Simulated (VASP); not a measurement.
# Cu3O (Im-3m) in VASP: notebook

The runs below take Cu3O through relaxation of cell and atoms, single point, with PBE.

Program: VASP 6.6.1. These are calculated values, not measurements. Logs are shortened: lines on timing, memory, paths and dates and some standing lists are left out, and cuts for length are marked.

### 1 The cell of the first run

The structure is cubic, space group Im-3m (No. 229). The conventional cell has a = 4.631 Å, b = 4.631 Å, c = 4.631 Å, α = 90.00°, β = 90.00°, γ = 90.00°. Within 3.1 Å of Cu (site symmetry 4/mmm) lie 4 Cu at 2.32 Å and 2 O at 2.32 Å. Within 3.1 Å of O (site symmetry m-3m) lie 6 Cu at 2.32 Å.

### 2 Relaxation of cell and atoms, PBE

Input file INCAR:

```
  ALGO = Normal
  EDIFF = 1E-6
  EDIFFG = -0.01
  ENCUT = 600
  GGA = PE
  IBRION = 2
  ISIF = 3
  ISMEAR = 0
  LASPH = T
  LCHARG = F
  LREAL = F
  LWAVE = F
  NELM = 60
  NSW = 100
  PREC = Accurate
  SIGMA = 0.1
```

Input file KPOINTS:

```
k-points
0
Gamma
  14 14 14
```

Input file POSCAR:

```
Cu3O
1.0
   -2.3153495095      2.3153495095      2.3153495095
    2.3153495095     -2.3153495095      2.3153495095
    2.3153495095      2.3153495095     -2.3153495095
Cu O
3 1
Direct
    0.0000000000      0.5000000000      0.5000000000
    0.5000000000      0.0000000000      0.5000000000
    0.5000000000      0.5000000000      0.0000000000
    0.0000000000      0.0000000000      0.0000000000
```

Potentials or basis: VASP PAW PBE potentials, release 64 (Cu, O).

Run with:

```sh
cat potpaw_PBE.64/Cu/POTCAR potpaw_PBE.64/O/POTCAR > POTCAR
mpirun -np 1 vasp_std > vasp.out
```

OUTCAR:

```text
EDIFF = 1E-6
   EDIFFG = -0.01
   ENCUT = 600
   GGA = PE
   IBRION = 2
   ISIF = 3
   ISMEAR = 0
   LASPH = T
   LREAL = F
   NELM = 60
   NSW = 100
   PREC = Accurate

 ion  position               nearest neighbor table
   1  0.000  0.500  0.500-   2 2.32   3 2.32   4 2.32   4 2.32   3 2.32   2 2.32
   2  0.500  0.000  0.500-   1 2.32   3 2.32   4 2.32   3 2.32   4 2.32   1 2.32
   3  0.500  0.500  0.000-   1 2.32   2 2.32   4 2.32   2 2.32   1 2.32   4 2.32
   4  0.000  0.000  0.000-   1 2.32   2 2.32   3 2.32   1 2.32   2 2.32   3 2.32

  LATTYP: Found a body centered cubic cell.
 ALAT       =     4.6306990190

  Lattice vectors:

 A1 = (  -2.3153495095,   2.3153495095,   2.3153495095)
 A2 = (   2.3153495095,  -2.3153495095,   2.3153495095)
 A3 = (   2.3153495095,   2.3153495095,  -2.3153495095)

Analysis of symmetry for initial positions (statically):
=====================================================================
 Subroutine PRICEL returns:
 Original cell was already a primitive cell.

 Routine SETGRP: Setting up the symmetry group for a
 body centered cubic supercell.

 Subroutine GETGRP returns: Found 48 space group operations
 (whereof 48 operations were pure point group operations)
 out of a pool of 48 trial point group operations.

The static configuration has the point symmetry O_h .

Analysis of symmetry for dynamics (positions and initial velocities):
=====================================================================
 Subroutine PRICEL returns:
 Original cell was already a primitive cell.

 Routine SETGRP: Setting up the symmetry group for a
 body centered cubic supercell.

 Subroutine GETGRP returns: Found 48 space group operations
 (whereof 48 operations were pure point group operations)
 out of a pool of 48 trial point group operations.

The dynamic configuration has the point symmetry O_h .

 Subroutine INISYM returns: Found 48 space group operations
 (whereof 48 operations are pure point group operations),
 and found     1 'primitive' translations

----------------------------------------------------------------------------------------

                                     Primitive cell

  volume of cell :      49.6489

  direct lattice vectors                    reciprocal lattice vectors
    -2.315349509  2.315349509  2.315349509     0.000000000  0.215950118  0.215950118
     2.315349509 -2.315349509  2.315349509     0.215950118  0.000000000  0.215950118
     2.315349509  2.315349509 -2.315349509     0.215950118  0.215950118  0.000000000

  length of vectors
     4.010302988  4.010302988  4.010302988     0.305399586  0.305399586  0.305399586

  position of ions in fractional coordinates (direct lattice)
     0.000000000  0.500000000  0.500000000
     0.500000000  0.000000000  0.500000000
     0.500000000  0.500000000  0.000000000
     0.000000000  0.000000000  0.000000000

  ion indices of the primitive-cell ions
   primitive index   ion index
                 1           1
                 2           2
                 3           3
                 4           4

----------------------------------------------------------------------------------------

 KPOINTS: k-points

Automatic generation of k-mesh.
 Grid dimensions read from file:
 generate k-points for:   14   14   14

 Generating k-lattice:

  Cartesian coordinates                     Fractional coordinates (reciprocal lattice)
     0.000000000  0.015425008  0.015425008     0.071428571  0.000000000  0.000000000
     0.015425008  0.000000000  0.015425008     0.000000000  0.071428571  0.000000000
     0.015425008  0.015425008  0.000000000     0.000000000  0.000000000  0.071428571

  Length of vectors
     0.021814256  0.021814256  0.021814256

  Shift w.r.t. Gamma in fractional coordinates (k-lattice)
     0.000000000  0.000000000  0.000000000

 Subroutine IBZKPT returns following result:
 ===========================================

 Found    104 irreducible k-points:

 Following reciprocal coordinates:
            Coordinates               Weight
  0.000000  0.000000  0.000000      1.000000
  0.071429  0.000000  0.000000     12.000000
  0.142857  0.000000  0.000000     12.000000
  0.214286  0.000000  0.000000     12.000000
  0.285714  0.000000  0.000000     12.000000
  0.357143  0.000000  0.000000     12.000000
[... 16 lines left out ...]
  0.285714  0.285714  0.000000     24.000000
  0.357143  0.285714  0.000000     24.000000
 [... further k-points ...]
   k-points           NKPTS =    104   k-points in BZ     NKDIM =    104   number of bands    NBANDS=     23
   number of dos      NEDOS =    301   number of ions     NIONS =      4
   total plane-waves  NPLWV =  32768
   dimension x,y,z NGX =    32 NGY =   32 NGZ =   32
   dimension x,y,z NGXF=    64 NGYF=   64 NGZF=   64
   ions per type =               3   1
   NGX,Y,Z   is equivalent  to a cutoff of  13.27, 13.27, 13.27 a.u.
   NGXF,Y,Z  is equivalent  to a cutoff of  26.53, 26.53, 26.53 a.u.
 SYSTEM =  unknown system
   PREC   = accura    normal or accurate (medium, high low for compatibility)
   ISTART =      0    job   : 0-new  1-cont  2-samecut
   ICHARG =      2    charge: 1-file 2-atom 10-const
   ISPIN  =      1    spin polarized calculation?
   LNONCOLLINEAR =      F non collinear calculations
   LSORBIT =      F    spin-orbit coupling
   LASPH  =      T    aspherical Exc in radial PAW
   ENCUT  =  600.0 eV  44.10 Ry    6.64 a.u.   8.01  8.01  8.01*2*pi/ulx,y,z
   NELM   =     60;   NELMIN=  2; NELMDL= -5     # of ELM steps
   EDIFF  = 0.1E-05   stopping-criterion for ELM
   LREAL  =      F    real-space projection
   EDIFFG = -.1E-01   stopping-criterion for IOM
   NSW    =    100    number of steps for IOM
   IBRION =      2    ionic relax: 0-MD 1-quasi-New 2-CG
   NFREE  =      1    steps in history (QN), initial steepest desc. (CG)
   ISIF   =      3    stress and relaxation
   ISYM   =      2    0-nonsym 1-usesym 2-fastsym
   POTIM  = 0.5000    time-step for ionic-motion
   TEBEG  =    0.0;   TEEND  =   0.0 temperature during run
   PSTRESS=    0.0 pullay stress
   NELECT =      39.0000    total number of electrons
   NUPDOWN=      -1.0000    fix difference up-down
   EMIN   =  10.00;   EMAX   =-10.00  energy-range for DOS
   EFERMI =   0.00;   METHOD = LEGACY
   ISMEAR =     0;   SIGMA  =   0.10  broadening in eV -4-tet -1-fermi 0-gaus
   EFERMI_NEDOS =   21; number of points for ismear=-14 and -15
   IALGO  =     38    algorithm
   IMIX   =      4    mixing-type and parameters
     AMIX     =   0.40;   BMIX     =  1.00
     AMIX_MAG =   1.60;   BMIX_MAG =  1.00
  volume/ion in A,a.u.               =      12.41        83.76
  Fermi-wavevector in a.u.,A,eV,Ry     =   1.510520  2.854469 31.044014  2.281671
  Thomas-Fermi vector in A             =   2.620699
   LORBIT       =      0    0 simple, 1 ext, 2 COOP (PROOUT), +10 PAW based schemes
   GGA     = PE    functional components
   LHFCALC =     F    Hartree Fock is set to
   AEXX    =    0.0000 exact exchange contribution
   IVDW    =     0    specifies the selected vdW correction
   LEPSILON=     F    determine dielectric tensor
   LRPA    =     F    only Hartree local field effects (RPA)
 conjugate gradient relaxation of ions
 non-spin polarized calculation
 Gauss-broadening in eV      SIGMA  =   0.10
  energy-cutoff  :      600.00
  volume of cell :       49.65
 maximum number of plane-waves:      1686
   NGX = 15   NGY = 15   NGZ = 15

--------------------------------------- Ionic step        1  -------------------------------------------

 number of electron      39.0000024 magnetization

 Free energy of the ion-electron system (eV)
  ---------------------------------------------------
  ext. energy  EPLUGINS =         0.00000000
  ---------------------------------------------------
  free energy    TOTEN  =       -14.57435329 eV

  energy without entropy =      -14.56576827  energy(sigma->0) =      -14.57006078

------------------------ aborting loop because EDIFF is reached ----------------------------------------

  FORCE on cell =-STRESS in cart. coord.  units (eV):
  Direction    XX          YY          ZZ          XY          YZ          ZX
  --------------------------------------------------------------------------------------
  -------------------------------------------------------------------------------------
  Total        0.0744449      0.0744449      0.0744449      0.0000000      0.0000000     -0.0000000
  in kB        2.4023482      2.4023482      2.4023482      0.0000000      0.0000000     -0.0000000
  external PRESSURE =       2.4023482 kB  Pullay stress =       0.0000000 kB
[... 61 lines left out ...]
  energy  without entropy=      -14.5658098346  energy(sigma->0) =      -14.57010422

--------------------------------------- Ionic step        3  -------------------------------------------

 number of electron      39.0000025 magnetization

 Free energy of the ion-electron system (eV)
  ---------------------------------------------------
  ext. energy  EPLUGINS =         0.00000000
  ---------------------------------------------------
  free energy    TOTEN  =       -14.57441194 eV

  energy without entropy =      -14.56582390  energy(sigma->0) =      -14.57011792

 E-fermi :   5.3542     XC(G=0): -11.6605

 val. band max:        5.3461338580   @ k =   0.2857   0.1429   0.0714
 cond. band min:       5.3680693375   @ k =  -0.2143   0.2857   0.1429
 fundamental gap:      0.0219354795
 Fermi energy:         5.3542211534

 k-point     1 :       0.0000    0.0000    0.0000
  band No.  band energies     occupation
      1     -12.6059      2.00000
      2      -0.7990      2.00000
      3       1.3403      2.00000
      4       1.3403      2.00000
      5       1.3943      2.00000
      6       1.3943      2.00000
[... 613 lines left out ...]
     22       6.7842      0.00000
     23      12.2625      0.00000

 [... further k-points ...]
[... 5 lines left out ...]
  --------------------------------------------------------------------------------------
  -------------------------------------------------------------------------------------
  Total       -0.0249920     -0.0249920     -0.0249920      0.0000000     -0.0000000      0.0000000
  in kB       -0.8050869     -0.8050869     -0.8050869      0.0000000     -0.0000000      0.0000000
  external PRESSURE =      -0.8050869 kB  Pullay stress =       0.0000000 kB
[... 19 lines left out ...]
  FREE ENERGIE OF THE ION-ELECTRON SYSTEM (eV)
  ---------------------------------------------------
  free  energy   TOTEN  =       -14.5744119394 eV

  energy  without entropy=      -14.5658238973  energy(sigma->0) =      -14.57011792

 reached required accuracy - stopping structural energy minimisation
```

It took 1.7 min on 1 thread of Intel Xeon 6975P-C (Granite Rapids), shared host; peak memory 0.26 GiB.

What came out:

```
Free energy                            : -14.5744 eV
Relaxed volume                         : 12.43 Å³/atom
Relaxed cell                           : a = 4.013 Å, b = 4.013 Å, c = 4.013 Å, α = 109.47°, β = 109.47°, γ = 109.47°
Space group after relaxing (to 0.05 Å) : Im-3m (No. 229)
Energy gained by relaxing              : 0.0 meV/atom
Ionic steps                            : 3
Pressure after relaxing                : -0.1 GPa
```

Final structure:
```
Cu O
1.0
    -2.31670    2.31670    2.31670
     2.31670   -2.31670    2.31670
     2.31670    2.31670   -2.31670
Cu O
3 1
Cartesian
  2.3167 0.0000 0.0000
  0.0000 2.3167 0.0000
  0.0000 0.0000 2.3167
  0.0000 0.0000 0.0000
```

Caveat: an odd number of electrons without spin polarisation forces a metal; a magnetic or distorted state may lie lower.

[end of part 1 of 2]
